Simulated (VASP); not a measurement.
# Si2N (P2/m) in VASP: notebook, part 2 of 3

VASP 6.6.1. Earlier steps stand in the parts before.

## Step 4: Relaxation of cell and atoms, PBE

Input file INCAR:

```
  ALGO = Normal
  EDIFF = 1E-6
  EDIFFG = -0.04
  ENCUT = 600
  GGA = PE
  IBRION = 2
  ISIF = 3
  ISMEAR = 0
  LASPH = T
  LCHARG = F
  LREAL = F
  LWAVE = F
  NELM = 60
  NSW = 90
  PREC = Accurate
  SIGMA = 0.1
```

Input file KPOINTS:

```
k-points
0
Gamma
  4 6 4
```

Input file POSCAR:

```
Si2N
1.0
    4.9055337094      0.0000000000      0.0000000000
    0.0000000000      2.7721649561      0.0000000000
   -1.2488995444      0.0000000000      5.3685208632
Si N
4 2
Direct
    0.2583839341      0.0000000000      0.0572838403
    0.2600721171      0.5000000000      0.5957696473
    0.7416160659      0.0000000000      0.9427161597
    0.7399278829      0.5000000000      0.4042303527
    0.6528512693      0.5000000000      0.7187908664
    0.3471487307      0.5000000000      0.2812091336
```

Potentials or basis: VASP PAW PBE potentials, release 64 (Si, N).

Command:

```
$ cat potpaw_PBE.64/Si/POTCAR potpaw_PBE.64/N/POTCAR > POTCAR
$ mpirun -np 1 vasp_std > vasp.out
```

OUTCAR:

```text
EDIFF = 1E-6
   EDIFFG = -0.04
   ENCUT = 600
   GGA = PE
   IBRION = 2
   ISIF = 3
   ISMEAR = 0
   LASPH = T
   LREAL = F
   NELM = 60
   NSW = 90
   PREC = Accurate

 ion  position               nearest neighbor table
   1  0.258  0.000  0.057-   6 1.84   6 1.84   3 2.47   3 2.59   2 2.90   2 2.90   4 3.02   4 3.02

   2  0.260  0.500  0.596-   6 1.88   5 1.89   4 2.53   4 2.79   1 2.90   1 2.90   3 3.02   3 3.02

   3  0.742  0.000  0.943-   5 1.84   5 1.84   1 2.47   1 2.59   4 2.90   4 2.90   2 3.02   2 3.02

   4  0.740  0.500  0.404-   5 1.88   6 1.89   2 2.53   2 2.79   3 2.90   3 2.90   1 3.02   1 3.02

   5  0.653  0.500  0.719-   3 1.84   3 1.84   4 1.88   2 1.89
   6  0.347  0.500  0.281-   1 1.84   1 1.84   2 1.88   4 1.89

  LATTYP: Found a simple monoclinic cell.
 ALAT       =     4.9055337094
 B/A-ratio  =     0.5651097557
 C/A-ratio  =     1.1236035374
 COS(beta)  =    -0.2265834290

  Lattice vectors:

 A1 = (   4.9055337094,   0.0000000000,   0.0000000000)
 A2 = (   0.0000000000,   2.7721649561,   0.0000000000)
 A3 = (  -1.2488995444,   0.0000000000,   5.3685208632)

Analysis of symmetry for initial positions (statically):
=====================================================================
 Subroutine PRICEL returns:
 Original cell was already a primitive cell.

 Routine SETGRP: Setting up the symmetry group for a
 simple monoclinic supercell.

 Subroutine GETGRP returns: Found  4 space group operations
 (whereof  4 operations were pure point group operations)
 out of a pool of  4 trial point group operations.

The static configuration has the point symmetry C_2h.

Analysis of symmetry for dynamics (positions and initial velocities):
=====================================================================
 Subroutine PRICEL returns:
 Original cell was already a primitive cell.

 Routine SETGRP: Setting up the symmetry group for a
 simple monoclinic supercell.

[... 141 lines left out ...]
   LEPSILON=     F    determine dielectric tensor
   LRPA    =     F    only Hartree local field effects (RPA)
 conjugate gradient relaxation of ions
 non-spin polarized calculation
 Gauss-broadening in eV      SIGMA  =   0.10
  energy-cutoff  :      600.00
  volume of cell :       73.01
 maximum number of plane-waves:      2460
   NGX = 19   NGY = 11   NGZ = 23

--------------------------------------- Ionic step        1  -------------------------------------------

 number of electron      26.0000000 magnetization

 Free energy of the ion-electron system (eV)
  ---------------------------------------------------
  ext. energy  EPLUGINS =         0.00000000
  ---------------------------------------------------
  free energy    TOTEN  =       -38.96966417 eV

  energy without entropy =      -38.96420932  energy(sigma->0) =      -38.96693675

------------------------ aborting loop because EDIFF is reached ----------------------------------------

  FORCE on cell =-STRESS in cart. coord.  units (eV):
  Direction    XX          YY          ZZ          XY          YZ          ZX
  --------------------------------------------------------------------------------------
  -------------------------------------------------------------------------------------
  Total       -0.0912204      1.0980205      0.0645615      0.0000000      0.0000000     -0.8196313
  in kB       -2.0018999     24.0968936      1.4168501      0.0000000      0.0000000    -17.9874319
  external PRESSURE =       7.8372813 kB  Pullay stress =       0.0000000 kB
[... 187 lines left out ...]
--------------------------------------- Ionic step        6  -------------------------------------------

 number of electron      26.0000001 magnetization

 Free energy of the ion-electron system (eV)
  ---------------------------------------------------
  ext. energy  EPLUGINS =         0.00000000
  ---------------------------------------------------
  free energy    TOTEN  =       -38.99129880 eV

  energy without entropy =      -38.98600168  energy(sigma->0) =      -38.98865024

 E-fermi :   8.9633     XC(G=0): -11.0925

 val. band max:        8.9573845549   @ k =   0.0000   0.3333   0.2500
 cond. band min:       9.0611139531   @ k =   0.2500   0.1667   0.2500
 fundamental gap:      0.1037293982
 Fermi energy:         8.9633035465

 k-point     1 :       0.0000    0.0000    0.0000
  band No.  band energies     occupation
      1      -9.8263      2.00000
      2      -8.1448      2.00000
      3      -2.3051      2.00000
      4      -0.0296      2.00000
      5       0.2067      2.00000
      6       1.0534      2.00000
[... 457 lines left out ...]
      4      -0.1306      2.00000
      5       0.4709      2.00000
      6       1.2173      2.00000
[... 9 lines left out ...]
     16      11.2892      0.00000
     17      12.8241      0.00000

 [... further k-points ...]

------------------------ aborting loop because EDIFF is reached ----------------------------------------

  FORCE on cell =-STRESS in cart. coord.  units (eV):
  Direction    XX          YY          ZZ          XY          YZ          ZX
  --------------------------------------------------------------------------------------
  -------------------------------------------------------------------------------------
  Total        0.0751667     -0.1937744      0.1467278      0.0000000      0.0000000     -0.1099237
  in kB        1.6376318     -4.2216970      3.1967091      0.0000000      0.0000000     -2.3948701
  external PRESSURE =       0.2042146 kB  Pullay stress =       0.0000000 kB
[... 21 lines left out ...]
  FREE ENERGIE OF THE ION-ELECTRON SYSTEM (eV)
  ---------------------------------------------------
  free  energy   TOTEN  =       -38.9912987957 eV

  energy  without entropy=      -38.9860016826  energy(sigma->0) =      -38.98865024

 reached required accuracy - stopping structural energy minimisation
```

CONTCAR:

```text
Si2N
   1.00000000000000
     4.8957507367866082    0.0000000000000000   -0.0338048409136384
     0.0000000000000000    2.8023289849728372    0.0000000000000000
    -1.2834326809011336    0.0000000000000000    5.3690678282165889
  Si              N
     4     2
Direct
     0.2591501121488611    0.0000000000000000    0.0570787752852103
     0.2561096786853770    0.5000000000000000    0.5916454746480929
     0.7408498878511388    0.0000000000000000    0.9429212247147897
     0.7438903213146231    0.5000000000000000    0.4083545253519070
     0.6524867135931602    0.5000000000000000    0.7217756523564823
     0.3475132864068396    0.5000000000000000    0.2782243476435178

  0.00000000E+00  0.00000000E+00  0.00000000E+00
  0.00000000E+00  0.00000000E+00  0.00000000E+00
  0.00000000E+00  0.00000000E+00  0.00000000E+00
  0.00000000E+00  0.00000000E+00  0.00000000E+00
  0.00000000E+00  0.00000000E+00  0.00000000E+00
  0.00000000E+00  0.00000000E+00  0.00000000E+00
```

Wall time 91 s (1 thread of Intel Xeon Platinum 8559C (Emerald Rapids), shared host); peak memory 0.22 GiB.

Results:

* Free energy: -38.9913 eV
* Relaxed volume: 12.26 Å³/atom
* Relaxed cell: a = 4.896 Å, b = 2.802 Å, c = 5.520 Å, α = 90.00°, β = 103.84°, γ = 90.00°
* Space group after relaxing (to 0.1 Å): P2/m (No. 10)
* Energy gained by relaxing: 3.6 meV/atom
* Ionic steps: 6
* Pressure after relaxing: 0.0 GPa
* Largest force after relaxing: 0.039 eV/Å
* Band gap on the k mesh: zero (bands 13 and 14 overlap by 2.87 eV)

Forces in eV/Å, atoms in the order of the input:
```
Si   0.018  0.000 -0.028
Si   0.030  0.000 -0.023
Si  -0.018  0.000  0.028
Si  -0.030  0.000  0.023
N   -0.032  0.000  0.023
N    0.032  0.000 -0.023
```

Step by step:
```
step  energy change (eV)  largest force (eV/Å)  pressure (GPa)  volume (Å³)
   1              0.0000                0.2712            0.78        73.01
   2             -0.0169                0.1862           -0.43        73.63
   3             -0.0169                0.1847           -0.43        73.63
   4             -0.0196                0.1054            0.39        73.37
   5             -0.0196                0.1090            0.41        73.36
   6             -0.0216                0.0392            0.02        73.54
```

Final structure:
```cif
data_structure
_symmetry_space_group_name_H-M 'P 1'
_symmetry_Int_Tables_number 1
_cell_length_a 4.8959
_cell_length_b 2.8023
_cell_length_c 5.5203
_cell_angle_alpha 90.000
_cell_angle_beta 103.839
_cell_angle_gamma 90.000
_cell_volume 73.54
loop_
_atom_site_label
_atom_site_type_symbol
_atom_site_fract_x
_atom_site_fract_y
_atom_site_fract_z
_atom_site_occupancy
Si1 Si 0.25915 0.00000 0.05708 1
Si2 Si 0.25611 0.50000 0.59165 1
Si3 Si 0.74085 0.00000 0.94292 1
Si4 Si 0.74389 0.50000 0.40835 1
N1 N 0.65249 0.50000 0.72178 1
N2 N 0.34751 0.50000 0.27822 1
```

Caveat: the k points lie up to 0.37 Å⁻¹ apart in the final cell, too coarse for converged energies and pressures of a metal.

## Step 5: Single point, PBE, collinear spin, ferromagnetic start

Input file INCAR:

```
PREC = Accurate
ENCUT = 520
EDIFF = 1E-6
ISMEAR = 0
SIGMA = 0.1
LREAL = False
LASPH = True
NELM = 150
ALGO = Normal
ISIF = 2
LWAVE = False
LCHARG = False
ISPIN = 2
MAGMOM = 0 0 0 0 1 1
LORBIT = 11
GGA = PE
NBANDS = 26
```

Input file KPOINTS:

```
regular mesh
0
Gamma
  4 6 4
```

POSCAR is that of step 4.

Command:

```
$ cat potpaw_PBE.64/Si/POTCAR potpaw_PBE.64/N/POTCAR > POTCAR
$ mpirun -np 1 vasp_std > vasp.out
```

Wall time 68 s (1 thread of Intel Xeon Platinum 8559C (Emerald Rapids), shared host); peak memory 0.26 GiB.

The run converged. Its results:

| Item | Value |
| --- | --- |
| Free energy | -38.9662 eV |
| Pressure | 0.8 GPa |
| Largest force | 0.270 eV/Å |
| Band gap on the k mesh | zero (filled and empty bands overlap) |
| Net moment | 0.00 μB per cell |
| Valence electrons inside the program's atomic spheres | Si 1.59, 1.57 (each value once); N 3.85 |

Forces in eV/Å, atoms in the order of the input:
```
Si  -0.011  0.000  0.053
Si  -0.264  0.000 -0.061
Si   0.011  0.000 -0.053
Si   0.264  0.000  0.061
N   -0.041  0.000  0.251
N    0.041  0.000 -0.251
```

Stress tensor (GPa, compression positive):
```
-0.13  0.00 -1.80
 0.00  2.47  0.00
-1.80  0.00  0.20
```

Levels at points of the mesh, in eV from the Fermi level:
Spin up:
```csv
k point,band 9,band 10,band 11,band 12,band 13,band 14,band 15,band 16,band 17,band 18
"(0.00, 0.00, 0.00)",-3.91,-3.83,-3.21,-0.90,1.29,3.47,3.91,4.09,6.32,6.42
"(0.50, 0.00, 0.00)",-3.66,-3.27,-2.45,-0.63,-0.46,1.00,4.27,4.76,5.89,6.41
"(0.00, 0.50, 0.00)",-4.61,-4.50,-2.79,-2.61,-2.36,-1.01,0.67,0.79,4.78,4.95
"(0.50, 0.50, 0.00)",-5.08,-3.91,-2.46,-1.75,-1.46,-1.06,1.37,4.01,4.16,4.67
"(0.00, 0.00, 0.50)",-3.75,-3.38,-3.18,-2.38,-0.40,2.67,4.36,5.66,5.88,6.69
"(0.50, 0.00, 0.50)",-3.78,-3.36,-3.35,-3.32,1.72,2.22,2.61,4.20,6.04,6.15
"(0.00, 0.50, 0.50)",-4.01,-3.70,-3.69,-2.91,-1.24,0.41,1.63,1.67,2.39,2.52
"(0.50, 0.50, 0.50)",-5.18,-4.93,-1.80,-1.00,-0.79,0.24,0.32,2.06,3.33,4.63
```
Spin down:
```tsv
k point	band 10	band 11	band 12	band 13	band 14	band 15	band 16	band 17
(0.00, 0.00, 0.00)	-3.83	-3.21	-0.90	1.29	3.47	3.91	4.09	6.32
(0.50, 0.00, 0.00)	-3.27	-2.45	-0.63	-0.46	1.00	4.27	4.76	5.89
(0.00, 0.50, 0.00)	-4.50	-2.79	-2.61	-2.36	-1.01	0.67	0.79	4.78
(0.50, 0.50, 0.00)	-3.91	-2.46	-1.75	-1.46	-1.06	1.37	4.01	4.16
(0.00, 0.00, 0.50)	-3.38	-3.18	-2.38	-0.40	2.67	4.36	5.66	5.88
(0.50, 0.00, 0.50)	-3.36	-3.35	-3.32	1.72	2.22	2.61	4.20	6.04
(0.00, 0.50, 0.50)	-3.70	-3.69	-2.91	-1.24	0.41	1.63	1.67	2.39
(0.50, 0.50, 0.50)	-4.93	-1.80	-1.00	-0.79	0.24	0.32	2.06	3.33
```

Caveat: the k points lie up to 0.38 Å⁻¹ apart, too coarse for converged energies and pressures of a metal.

## Step 6: Single point, PBE, collinear spin, ferromagnetic start

This run uses another cell than the first one, of 12.28 Å³/atom.

Input file INCAR:

```
ALGO = Normal
EDIFF = 1E-6
ENCUT = 520
GGA = PE
ISIF = 2
ISMEAR = 0
ISPIN = 2
LASPH = T
LCHARG = T
LELF = T
LORBIT = 11
LREAL = F
LVHAR = T
LWAVE = F
MAGMOM = 0 0 0 0 1 1
NBANDS = 26
NELM = 150
PREC = Accurate
SIGMA = 0.1
```

Input file KPOINTS:

```
k-points
0
Gamma
  4 6 4
```

Input file POSCAR:

```
Si2N
1.0
    4.9032997191      0.0000000000      0.0000000000
    0.0000000000      2.7966039252      0.0000000000
   -1.3493282211      0.0000000000      5.3721729727
Si N
4 2
Direct
    0.2594937103      0.0000000000      0.0560863260
    0.2562901481      0.5000000000      0.5895523895
    0.7405062897      0.0000000000      0.9439136740
    0.7437098519      0.5000000000      0.4104476105
    0.6516992301      0.5000000000      0.7223782171
    0.3483007699      0.5000000000      0.2776217829
```

Potentials or basis: VASP PAW PBE potentials, release 64 (Si, N).

Command:

```
$ cat potpaw_PBE.64/Si/POTCAR potpaw_PBE.64/N/POTCAR > POTCAR
$ mpirun -np 1 vasp_std > vasp.out
```

OUTCAR:

```text
EDIFF = 1E-6
   ENCUT = 520
   GGA = PE
   ISIF = 2
   ISMEAR = 0
   ISPIN = 2
   LASPH = T
   LORBIT = 11
   LREAL = F
   NELM = 150
   PREC = Accurate

 ion  position               nearest neighbor table
   1  0.259  0.000  0.056-   6 1.84   6 1.84   3 2.47   3 2.58   2 2.93   2 2.93   4 3.03   4 3.03

   2  0.256  0.500  0.590-   6 1.89   5 1.90   4 2.47   4 2.80   1 2.93   1 2.93   3 3.03   3 3.03

   3  0.741  0.000  0.944-   5 1.84   5 1.84   1 2.47   1 2.58   4 2.93   4 2.93   2 3.03   2 3.03

   4  0.744  0.500  0.410-   5 1.89   6 1.90   2 2.47   2 2.80   3 2.93   3 2.93   1 3.03   1 3.03

   5  0.652  0.500  0.722-   3 1.84   3 1.84   4 1.89   2 1.90
   6  0.348  0.500  0.278-   1 1.84   1 1.84   2 1.89   4 1.90

  LATTYP: Found a simple monoclinic cell.
 ALAT       =     4.9032997191
 B/A-ratio  =     0.5703514134
[... 1572 lines left out ...]
  --------------------------------------------------------------------------------------
  -------------------------------------------------------------------------------------
  Total       -0.0496767      0.0363897     -0.0220973      0.0000000      0.0000000      0.0032662
  in kB       -1.0804239      0.7914427     -0.4805969      0.0000000      0.0000000      0.0710375
  external PRESSURE =      -0.2565260 kB  Pullay stress =       0.0000000 kB

 VOLUME and BASIS-vectors are now :
 -----------------------------------------------------------------------------
  energy-cutoff  :      520.00
  volume of cell :       73.67
      direct lattice vectors                 reciprocal lattice vectors
     4.903299719  0.000000000  0.000000000     0.203944294  0.000000000  0.051224671
     0.000000000  2.796603925  0.000000000     0.000000000  0.357576556  0.000000000
    -1.349328221  0.000000000  5.372172973     0.000000000  0.000000000  0.186144416

 POSITION                                       TOTAL-FORCE (eV/Angst)
 -----------------------------------------------------------------------------------
      1.19670      0.00000      0.30131        -0.004035      0.000000      0.014437
      0.46117      1.39830      3.16718         0.013907      0.000000     -0.008179
      2.35727      0.00000      5.07087         0.004035      0.000000     -0.014437
      3.09280      1.39830      2.20500        -0.013907     -0.000000      0.008179
      2.22075      1.39830      3.88074         0.002598     -0.000000      0.004733
      1.33322      1.39830      1.49143        -0.002598      0.000000     -0.004733
 -----------------------------------------------------------------------------------
    total drift:                               -0.000000      0.000000      0.000000

  FREE ENERGIE OF THE ION-ELECTRON SYSTEM (eV)
  ---------------------------------------------------
  free  energy   TOTEN  =       -38.9896593434 eV

  energy  without entropy=      -38.9837573849  energy(sigma->0) =      -38.98670836

 total charge

# of ion       s       p       d       tot
------------------------------------------
    1        0.743   0.844   0.000   1.587
    2        0.770   0.796   0.000   1.566
    3        0.743   0.844   0.000   1.587
    4        0.770   0.796   0.000   1.566
    5        1.248   2.598   0.000   3.846
    6        1.248   2.598   0.000   3.846
--------------------------------------------------
tot          5.523   8.477   0.000  14.000

 magnetization (x)

# of ion       s       p       d       tot
------------------------------------------
    1        0.000  -0.000   0.000   0.000
    2        0.000  -0.000   0.000  -0.000
    3        0.000  -0.000   0.000   0.000
    4        0.000  -0.000   0.000  -0.000
    5       -0.000  -0.000   0.000  -0.000
    6       -0.000  -0.000   0.000  -0.000
--------------------------------------------------
tot         -0.000  -0.000   0.000  -0.000
```

stdout:

```text
POSCAR found type information on POSCAR SiN
 POSCAR found :  2 types and       6 ions
 scaLAPACK will be used
 LDA part: xc-table for (Slater+PW92), standard interpolation
 POSCAR, INCAR and KPOINTS ok, starting setup
 FFT: planning ... GRIDC
 FFT: planning ... GRID_SOFT
 FFT: planning ... GRID
 WAVECAR not read
 entering main loop
```

Run time: 76 s. Hardware: 1 thread of Intel Xeon Platinum 8559C (Emerald Rapids), shared host; peak memory 0.27 GiB.

What came out:

* Free energy: -38.9897 eV
* Pressure: 0.0 GPa
* Largest force: 0.016 eV/Å
* Band gap on the k mesh: zero (filled and empty bands overlap)
* Net moment: 0.00 μB per cell
* Valence electrons inside the program's atomic spheres: Si 1.59, 1.57 (each value once); N 3.85

Forces in eV/Å, atoms in the order of the input:
```
Si  -0.004  0.000  0.014
Si   0.014  0.000 -0.008
Si   0.004  0.000 -0.014
Si  -0.014  0.000  0.008
N    0.003  0.000  0.005
N   -0.003  0.000 -0.005
```

Stress tensor (GPa, compression positive):
```
-0.11  0.00  0.01
 0.00  0.08  0.00
 0.01  0.00 -0.05
```

Caveat: the k points lie up to 0.37 Å⁻¹ apart, too coarse for converged energies and pressures of a metal.

(Continued in part 3 of 3.)

The gap in the log of VASP goes by the Fermi energy; the results here count the filled bands.